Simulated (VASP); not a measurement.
# K2S (Fm-3m) in VASP: settings compared

Aim: see how the results for K2S move with the level of theory and the settings. Levels: PBE, r2SCAN. Tasks: single point.

Everything below comes from runs of VASP 6.6.1. Logs are shortened: lines on timing, memory, paths and dates and some standing lists are left out, and cuts for length are marked.

## Step 1: The cell of the first run

Symmetry: Fm-3m, No. 225, cubic system. The conventional cell has a = 7.405 Å, b = 7.405 Å, c = 7.405 Å, α = 90.00°, β = 90.00°, γ = 90.00°. K (site symmetry -43m) has 4 S at 3.21 Å and 6 K at 3.70 Å within 4.2 Å. S (site symmetry m-3m) has 8 K at 3.21 Å within 4.2 Å.

## Step 2: Single point, PBE

Contents of INCAR:

```
ALGO = Normal ; EDIFF = 1E-6
ENCUT = 500 ; GGA = PE
GGA_COMPAT = False ; ISIF = 2
ISMEAR = 0 ; LASPH = True
LCHARG = False ; LREAL = False
LWAVE = False ; NBANDS = 19
NELM = 120 ; PREC = Accurate
SIGMA = 0.01
```

Contents of KPOINTS:

```
k-points
0
Gamma
  4 4 4
```

Contents of POSCAR:

```
K2S
1.0
    0.0000000000      3.7027187002      3.7027187002
    3.7027187002      0.0000000000      3.7027187002
    3.7027187002      3.7027187002      0.0000000000
K S
2 1
Direct
    0.2500000000      0.2500000000      0.2500000000
    0.7500000000      0.7500000000      0.7500000000
    0.0000000000      0.0000000000      0.0000000000
```

Potentials or basis: VASP PAW PBE potentials, release 64 (K_sv, S).

Command:

```
$ cat potpaw_PBE.64/K_sv/POTCAR potpaw_PBE.64/S/POTCAR > POTCAR
$ mpirun -np 1 vasp_std > vasp.out
```

OUTCAR:

```text
EDIFF = 1E-6
   ENCUT = 500
   GGA = PE
   ISIF = 2
   ISMEAR = 0
   LASPH = True
   LREAL = False
   NELM = 120
   PREC = Accurate

 ion  position               nearest neighbor table
   1  0.250  0.250  0.250-   3 3.21   3 3.21   3 3.21   3 3.21   2 3.70   2 3.70   2 3.70   2 3.70
                             2 3.70   2 3.70
   2  0.750  0.750  0.750-   3 3.21   3 3.21   3 3.21   3 3.21   1 3.70   1 3.70   1 3.70   1 3.70
                             1 3.70   1 3.70
   3  0.000  0.000  0.000-   2 3.21   2 3.21   2 3.21   1 3.21   2 3.21   1 3.21   1 3.21   1 3.21

  LATTYP: Found a face centered cubic cell.
 ALAT       =     7.4054374004

  Lattice vectors:

 A1 = (   0.0000000000,   3.7027187002,   3.7027187002)
 A2 = (   3.7027187002,   0.0000000000,   3.7027187002)
 A3 = (   3.7027187002,   3.7027187002,   0.0000000000)

Analysis of symmetry for initial positions (statically):
=====================================================================
 Subroutine PRICEL returns:
 Original cell was already a primitive cell.

 Routine SETGRP: Setting up the symmetry group for a
 face centered cubic supercell.

 Subroutine GETGRP returns: Found 48 space group operations
 (whereof 48 operations were pure point group operations)
 out of a pool of 48 trial point group operations.

The static configuration has the point symmetry O_h .

Analysis of symmetry for dynamics (positions and initial velocities):
=====================================================================
 Subroutine PRICEL returns:
 Original cell was already a primitive cell.

 Routine SETGRP: Setting up the symmetry group for a
 face centered cubic supercell.

 Subroutine GETGRP returns: Found 48 space group operations
 (whereof 48 operations were pure point group operations)
 out of a pool of 48 trial point group operations.

The dynamic configuration has the point symmetry O_h .

 Subroutine INISYM returns: Found 48 space group operations
 (whereof 48 operations are pure point group operations),
 and found     1 'primitive' translations

----------------------------------------------------------------------------------------

                                     Primitive cell

  volume of cell :     101.5295

  direct lattice vectors                    reciprocal lattice vectors
     0.000000000  3.702718700  3.702718700    -0.135035913  0.135035913  0.135035913
     3.702718700  0.000000000  3.702718700     0.135035913 -0.135035913  0.135035913
     3.702718700  3.702718700  0.000000000     0.135035913  0.135035913 -0.135035913

  length of vectors
     5.236435003  5.236435003  5.236435003     0.233889062  0.233889062  0.233889062

  position of ions in fractional coordinates (direct lattice)
     0.250000000  0.250000000  0.250000000
     0.750000000  0.750000000  0.750000000
     0.000000000  0.000000000  0.000000000

  ion indices of the primitive-cell ions
   primitive index   ion index
                 1           1
                 2           2
                 3           3

----------------------------------------------------------------------------------------

 KPOINTS: k-points

Automatic generation of k-mesh.
 Grid dimensions read from file:
 generate k-points for:    4    4    4

 Generating k-lattice:

  Cartesian coordinates                     Fractional coordinates (reciprocal lattice)
    -0.033758978  0.033758978  0.033758978     0.250000000  0.000000000  0.000000000
     0.033758978 -0.033758978  0.033758978     0.000000000  0.250000000  0.000000000
     0.033758978  0.033758978 -0.033758978     0.000000000  0.000000000  0.250000000

  Length of vectors
     0.058472266  0.058472266  0.058472266

  Shift w.r.t. Gamma in fractional coordinates (k-lattice)
     0.000000000  0.000000000  0.000000000

 Subroutine IBZKPT returns following result:
 ===========================================

 Found      8 irreducible k-points:

 Following reciprocal coordinates:
            Coordinates               Weight
  0.000000  0.000000  0.000000      1.000000
  0.250000  0.000000  0.000000      8.000000
  0.500000  0.000000  0.000000      4.000000
  0.250000  0.250000  0.000000      6.000000
  0.500000  0.250000  0.000000     24.000000
 -0.250000  0.250000  0.000000     12.000000
  0.500000  0.500000  0.000000      3.000000
 -0.250000  0.500000  0.250000      6.000000
   k-points           NKPTS =      8   k-points in BZ     NKDIM =      8   number of bands    NBANDS=     19
   number of dos      NEDOS =    301   number of ions     NIONS =      3
   total plane-waves  NPLWV =  64000
   dimension x,y,z NGX =    40 NGY =   40 NGZ =   40
   dimension x,y,z NGXF=    80 NGYF=   80 NGZF=   80
   ions per type =               2   1
   NGX,Y,Z   is equivalent  to a cutoff of  12.70, 12.70, 12.70 a.u.
   NGXF,Y,Z  is equivalent  to a cutoff of  25.40, 25.40, 25.40 a.u.
 SYSTEM =  unknown system
   PREC   = accura    normal or accurate (medium, high low for compatibility)
   ISTART =      0    job   : 0-new  1-cont  2-samecut
   ICHARG =      2    charge: 1-file 2-atom 10-const
   ISPIN  =      1    spin polarized calculation?
   LNONCOLLINEAR =      F non collinear calculations
   LSORBIT =      F    spin-orbit coupling
   LASPH  =      T    aspherical Exc in radial PAW
   ENCUT  =  500.0 eV  36.75 Ry    6.06 a.u.   9.55  9.55  9.55*2*pi/ulx,y,z
   NELM   =    120;   NELMIN=  2; NELMDL= -5     # of ELM steps
   EDIFF  = 0.1E-05   stopping-criterion for ELM
   LREAL  =      F    real-space projection
   EDIFFG = 0.1E-04   stopping-criterion for IOM
   NSW    =      0    number of steps for IOM
   IBRION =     -1    ionic relax: 0-MD 1-quasi-New 2-CG
   NFREE  =      0    steps in history (QN), initial steepest desc. (CG)
   ISIF   =      2    stress and relaxation
   ISYM   =      2    0-nonsym 1-usesym 2-fastsym
   POTIM  = 0.5000    time-step for ionic-motion
   TEBEG  =    0.0;   TEEND  =   0.0 temperature during run
   PSTRESS=    0.0 pullay stress
   NELECT =      24.0000    total number of electrons
   NUPDOWN=      -1.0000    fix difference up-down
   EMIN   =  10.00;   EMAX   =-10.00  energy-range for DOS
   EFERMI =   0.00;   METHOD = LEGACY
   ISMEAR =     0;   SIGMA  =   0.01  broadening in eV -4-tet -1-fermi 0-gaus
   EFERMI_NEDOS =   21; number of points for ismear=-14 and -15
   IALGO  =     38    algorithm
   IMIX   =      4    mixing-type and parameters
     AMIX     =   0.40;   BMIX     =  1.00
     AMIX_MAG =   1.60;   BMIX_MAG =  1.00
  volume/ion in A,a.u.               =      33.84       228.38
  Fermi-wavevector in a.u.,A,eV,Ry     =   1.012235  1.912846 13.940787  1.024619
  Thomas-Fermi vector in A             =   2.145332
   LORBIT       =      0    0 simple, 1 ext, 2 COOP (PROOUT), +10 PAW based schemes
   GGA     = PE    functional components
   LHFCALC =     F    Hartree Fock is set to
   AEXX    =    0.0000 exact exchange contribution
   IVDW    =     0    specifies the selected vdW correction
   LEPSILON=     F    determine dielectric tensor
   LRPA    =     F    only Hartree local field effects (RPA)
 non-spin polarized calculation
 Gauss-broadening in eV      SIGMA  =   0.01
  energy-cutoff  :      500.00
  volume of cell :      101.53
 maximum number of plane-waves:      2637
 NGX is ok and might be reduce to    40
   NGX = 19   NGY = 19   NGZ = 19

 number of electron      23.9999996 magnetization

 Free energy of the ion-electron system (eV)
  ---------------------------------------------------
  ext. energy  EPLUGINS =         0.00000000
  ---------------------------------------------------
  free energy    TOTEN  =        -9.41635202 eV

  energy without entropy =       -9.41635202  energy(sigma->0) =       -9.41635202

 E-fermi :  -0.2368     XC(G=0):  -7.3362

 val. band max:       -0.3476726976   @ k =   0.5000   0.5000   0.0000
 cond. band min:       2.0316165341   @ k =   0.0000   0.0000   0.0000
 fundamental gap:      2.3792892317
 Fermi energy:        -0.2367972212

 k-point     1 :       0.0000    0.0000    0.0000
  band No.  band energies     occupation
      1     -29.5683      2.00000
      2     -29.4862      2.00000
      3     -13.1622      2.00000
      4     -13.1622      2.00000
      5     -13.1622      2.00000
      6     -12.9249      2.00000
[... 11 lines left out ...]
     18       7.1238      0.00000
     19       8.0563      0.00000

 k-point     2 :       0.2500    0.0000    0.0000
  band No.  band energies     occupation
      1     -29.5558      2.00000
      2     -29.4977      2.00000
      3     -13.1513      2.00000
      4     -13.1315      2.00000
      5     -13.1315      2.00000
      6     -13.0067      2.00000
[... 11 lines left out ...]
     18       7.3395      0.00000
     19       7.3395      0.00000

 k-point     3 :       0.5000    0.0000    0.0000
  band No.  band energies     occupation
      1     -29.5263      2.00000
      2     -29.5262      2.00000
      3     -13.1522      2.00000
      4     -13.0709      2.00000
      5     -13.0564      2.00000
      6     -13.0564      2.00000
[... 11 lines left out ...]
     18       7.2548      0.00000
     19       7.3981      0.00000

 k-point     4 :       0.2500    0.2500    0.0000
  band No.  band energies     occupation
      1     -29.5539      2.00000
      2     -29.4992      2.00000
      3     -13.1931      2.00000
      4     -13.1931      2.00000
      5     -13.1550      2.00000
      6     -13.0122      2.00000
[... 11 lines left out ...]
     18       7.0783      0.00000
     19       7.2946      0.00000

 k-point     5 :       0.5000    0.2500    0.0000
  band No.  band energies     occupation
      1     -29.5357      2.00000
      2     -29.5164      2.00000
      3     -13.2850      2.00000
      4     -13.1844      2.00000
      5     -13.1723      2.00000
      6     -12.9466      2.00000
[... 11 lines left out ...]
     18       7.0407      0.00000
     19       7.7246      0.00000

 k-point     6 :      -0.2500    0.2500    0.0000
  band No.  band energies     occupation
      1     -29.5399      2.00000
      2     -29.5126      2.00000
      3     -13.2561      2.00000
      4     -13.1266      2.00000
      5     -13.0760      2.00000
      6     -13.0448      2.00000
[... 11 lines left out ...]
     18       6.8739      0.00000
     19       7.6841      0.00000

 k-point     7 :       0.5000    0.5000    0.0000
  band No.  band energies     occupation
      1     -29.5394      2.00000
      2     -29.5122      2.00000
      3     -13.3645      2.00000
      4     -13.2234      2.00000
      5     -13.2234      2.00000
      6     -12.8881      2.00000
[... 11 lines left out ...]
     18       7.2487      0.00000
     19       7.4115      0.00000

 k-point     8 :      -0.2500    0.5000    0.2500
  band No.  band energies     occupation
      1     -29.5259      2.00000
      2     -29.5259      2.00000
      3     -13.3393      2.00000
      4     -13.2503      2.00000
      5     -13.0593      2.00000
      6     -13.0593      2.00000
[... 11 lines left out ...]
     18       6.9452      0.00000
     19       7.4890      0.00000

------------------------ aborting loop because EDIFF is reached ----------------------------------------

  FORCE on cell =-STRESS in cart. coord.  units (eV):
  Direction    XX          YY          ZZ          XY          YZ          ZX
  --------------------------------------------------------------------------------------
  -------------------------------------------------------------------------------------
  Total        0.3032112      0.3032112      0.3032112     -0.0000000      0.0000000      0.0000000
  in kB        4.7847985      4.7847985      4.7847985     -0.0000000      0.0000000      0.0000000
  external PRESSURE =       4.7847985 kB  Pullay stress =       0.0000000 kB

 VOLUME and BASIS-vectors are now :
 -----------------------------------------------------------------------------
  energy-cutoff  :      500.00
  volume of cell :      101.53
      direct lattice vectors                 reciprocal lattice vectors
     0.000000000  3.702718700  3.702718700    -0.135035913  0.135035913  0.135035913
     3.702718700  0.000000000  3.702718700     0.135035913 -0.135035913  0.135035913
     3.702718700  3.702718700  0.000000000     0.135035913  0.135035913 -0.135035913

 POSITION                                       TOTAL-FORCE (eV/Angst)
 -----------------------------------------------------------------------------------
      1.85136      1.85136      1.85136        -0.000000      0.000000     -0.000000
      5.55408      5.55408      5.55408         0.000000     -0.000000      0.000000
      0.00000      0.00000      0.00000         0.000000      0.000000     -0.000000
 -----------------------------------------------------------------------------------
    total drift:                               -0.000000     -0.000000      0.000000

  FREE ENERGIE OF THE ION-ELECTRON SYSTEM (eV)
  ---------------------------------------------------
  free  energy   TOTEN  =        -9.4163520238 eV

  energy  without entropy=       -9.4163520238  energy(sigma->0) =       -9.41635202
```

It took 10 s on 1 thread of Intel Xeon 6975P-C (Granite Rapids), shared host; peak memory 0.23 GiB.

Results:

```yaml
Free_energy: -9.4164 eV
Pressure: 0.5 GPa
Band_gap_on_the_k_mesh: 2.38 eV, indirect (least direct gap 2.57 eV)
```

A k mesh can miss the band edges. A hybrid or GW would open this gap; PBE tends to underestimate it.

## Step 3: Single point, PBE

Contents of INCAR:

```
SYSTEM = K2S
ALGO     = Normal         ! electronic algorithm
EDIFF    = 1E-6           ! SCF threshold, eV
ENCUT    = 500            ! plane-wave cutoff, eV
GGA      = PE             ! functional
GGA_COMPAT= .FALSE.      
ISIF     = 2              ! what is computed and relaxed
ISMEAR   = 0              ! smearing method
LASPH    = .TRUE.         ! aspherical terms in the spheres
LCHARG   = .FALSE.        ! write CHGCAR
LREAL    = .FALSE.        ! projectors in reciprocal space
LWAVE    = .FALSE.        ! write WAVECAR
NBANDS   = 19             ! bands
NELM     = 120            ! most SCF steps
PREC     = Accurate       ! precision mode
SIGMA    = 0.01           ! smearing width, eV
```

Contents of KPOINTS:

```
k-points
0
G
  4 4 4
  0 0 0
```

POSCAR is that of step 2.

Potentials or basis: VASP PAW PBE potentials, release 64 (K_sv, S).

Command:

```
$ cat potpaw_PBE.64/K_sv/POTCAR potpaw_PBE.64/S/POTCAR > POTCAR
$ mpirun -np 1 vasp_std > vasp.out
```

Run time: 11 s. Hardware: 1 thread of Intel Xeon 6975P-C (Granite Rapids), shared host; peak memory 0.23 GiB.

The run converged. Its results:

| Item | Value |
| --- | --- |
| Free energy | -9.4164 eV |
| Pressure | 0.5 GPa |
| Band gap on the k mesh | 2.38 eV, indirect (least direct gap 2.57 eV) |

Levels at points of the mesh, in eV from the valence-band top:
```csv
k point,band 8,band 9,band 10,band 11,band 12,band 13,band 14,band 15,band 16,band 17
"(0.00, 0.00, 0.00)",-12.58,-9.61,-0.19,-0.19,-0.19,2.38,5.46,5.46,7.47,7.47
"(0.50, 0.00, 0.00)",-12.70,-9.42,-0.62,-0.07,-0.07,4.72,5.02,5.82,5.82,7.60
"(0.50, 0.50, 0.00)",-12.51,-9.37,-0.74,0.00,0.00,3.51,5.29,6.59,6.62,7.60
```

## Step 4: Single point, r2SCAN

POSCAR is that of step 3.

Contents of INCAR.step1:

```
PREC = Accurate
ENCUT = 550
ISMEAR = 0
SIGMA = 0.01
LREAL = False
LASPH = True
NELM = 120
NBANDS = 19
GGA = PE
ALGO = Normal
EDIFF = 1E-5
LWAVE = True
LCHARG = False
GGA_COMPAT = False
```

Contents of INCAR.step2:

```
PREC = Accurate
ENCUT = 550
EDIFF = 1E-6
ISMEAR = 0
SIGMA = 0.01
LREAL = False
LASPH = True
NELM = 120
ALGO = Normal
ISIF = 2
LWAVE = False
LCHARG = True
METAGGA = R2SCAN
LMIXTAU = True
LELF = True
LVHAR = True
NBANDS = 19
ISTART = 1
GGA_COMPAT = False
```

Contents of KPOINTS:

```
regular mesh
0
Gamma
  4 4 4
```

Command:

```
$ cat potpaw_PBE.64/K_sv/POTCAR potpaw_PBE.64/S/POTCAR > POTCAR
$ cp INCAR.step1 INCAR
$ mpirun -np 1 vasp_std > vasp.out
$ cp INCAR.step2 INCAR
$ mpirun -np 1 vasp_std > vasp.out
```

Run time: 44 s. Hardware: 1 thread of Intel Xeon 6975P-C (Granite Rapids), shared host; peak memory 0.26 GiB.

The run converged. Its results:

```
Free energy            : -23.8134 eV
Pressure               : 0.0 GPa
Band gap on the k mesh : 2.76 eV, indirect (least direct gap 2.95 eV)
```

Levels at points of the mesh, in eV from the valence-band top:
```tsv
k point	band 9	band 10	band 11	band 12	band 13	band 14	band 15	band 16
(0.00, 0.00, 0.00)	-10.04	-0.19	-0.19	-0.19	2.76	5.95	5.95	8.00
(0.50, 0.00, 0.00)	-9.84	-0.60	-0.06	-0.06	4.95	5.61	6.26	6.26
(0.50, 0.50, 0.00)	-9.79	-0.71	0.00	0.00	3.71	5.90	7.18	7.20
```

Caveat: the PAW data sets were made with another functional, which shifts forces and pressure a little.
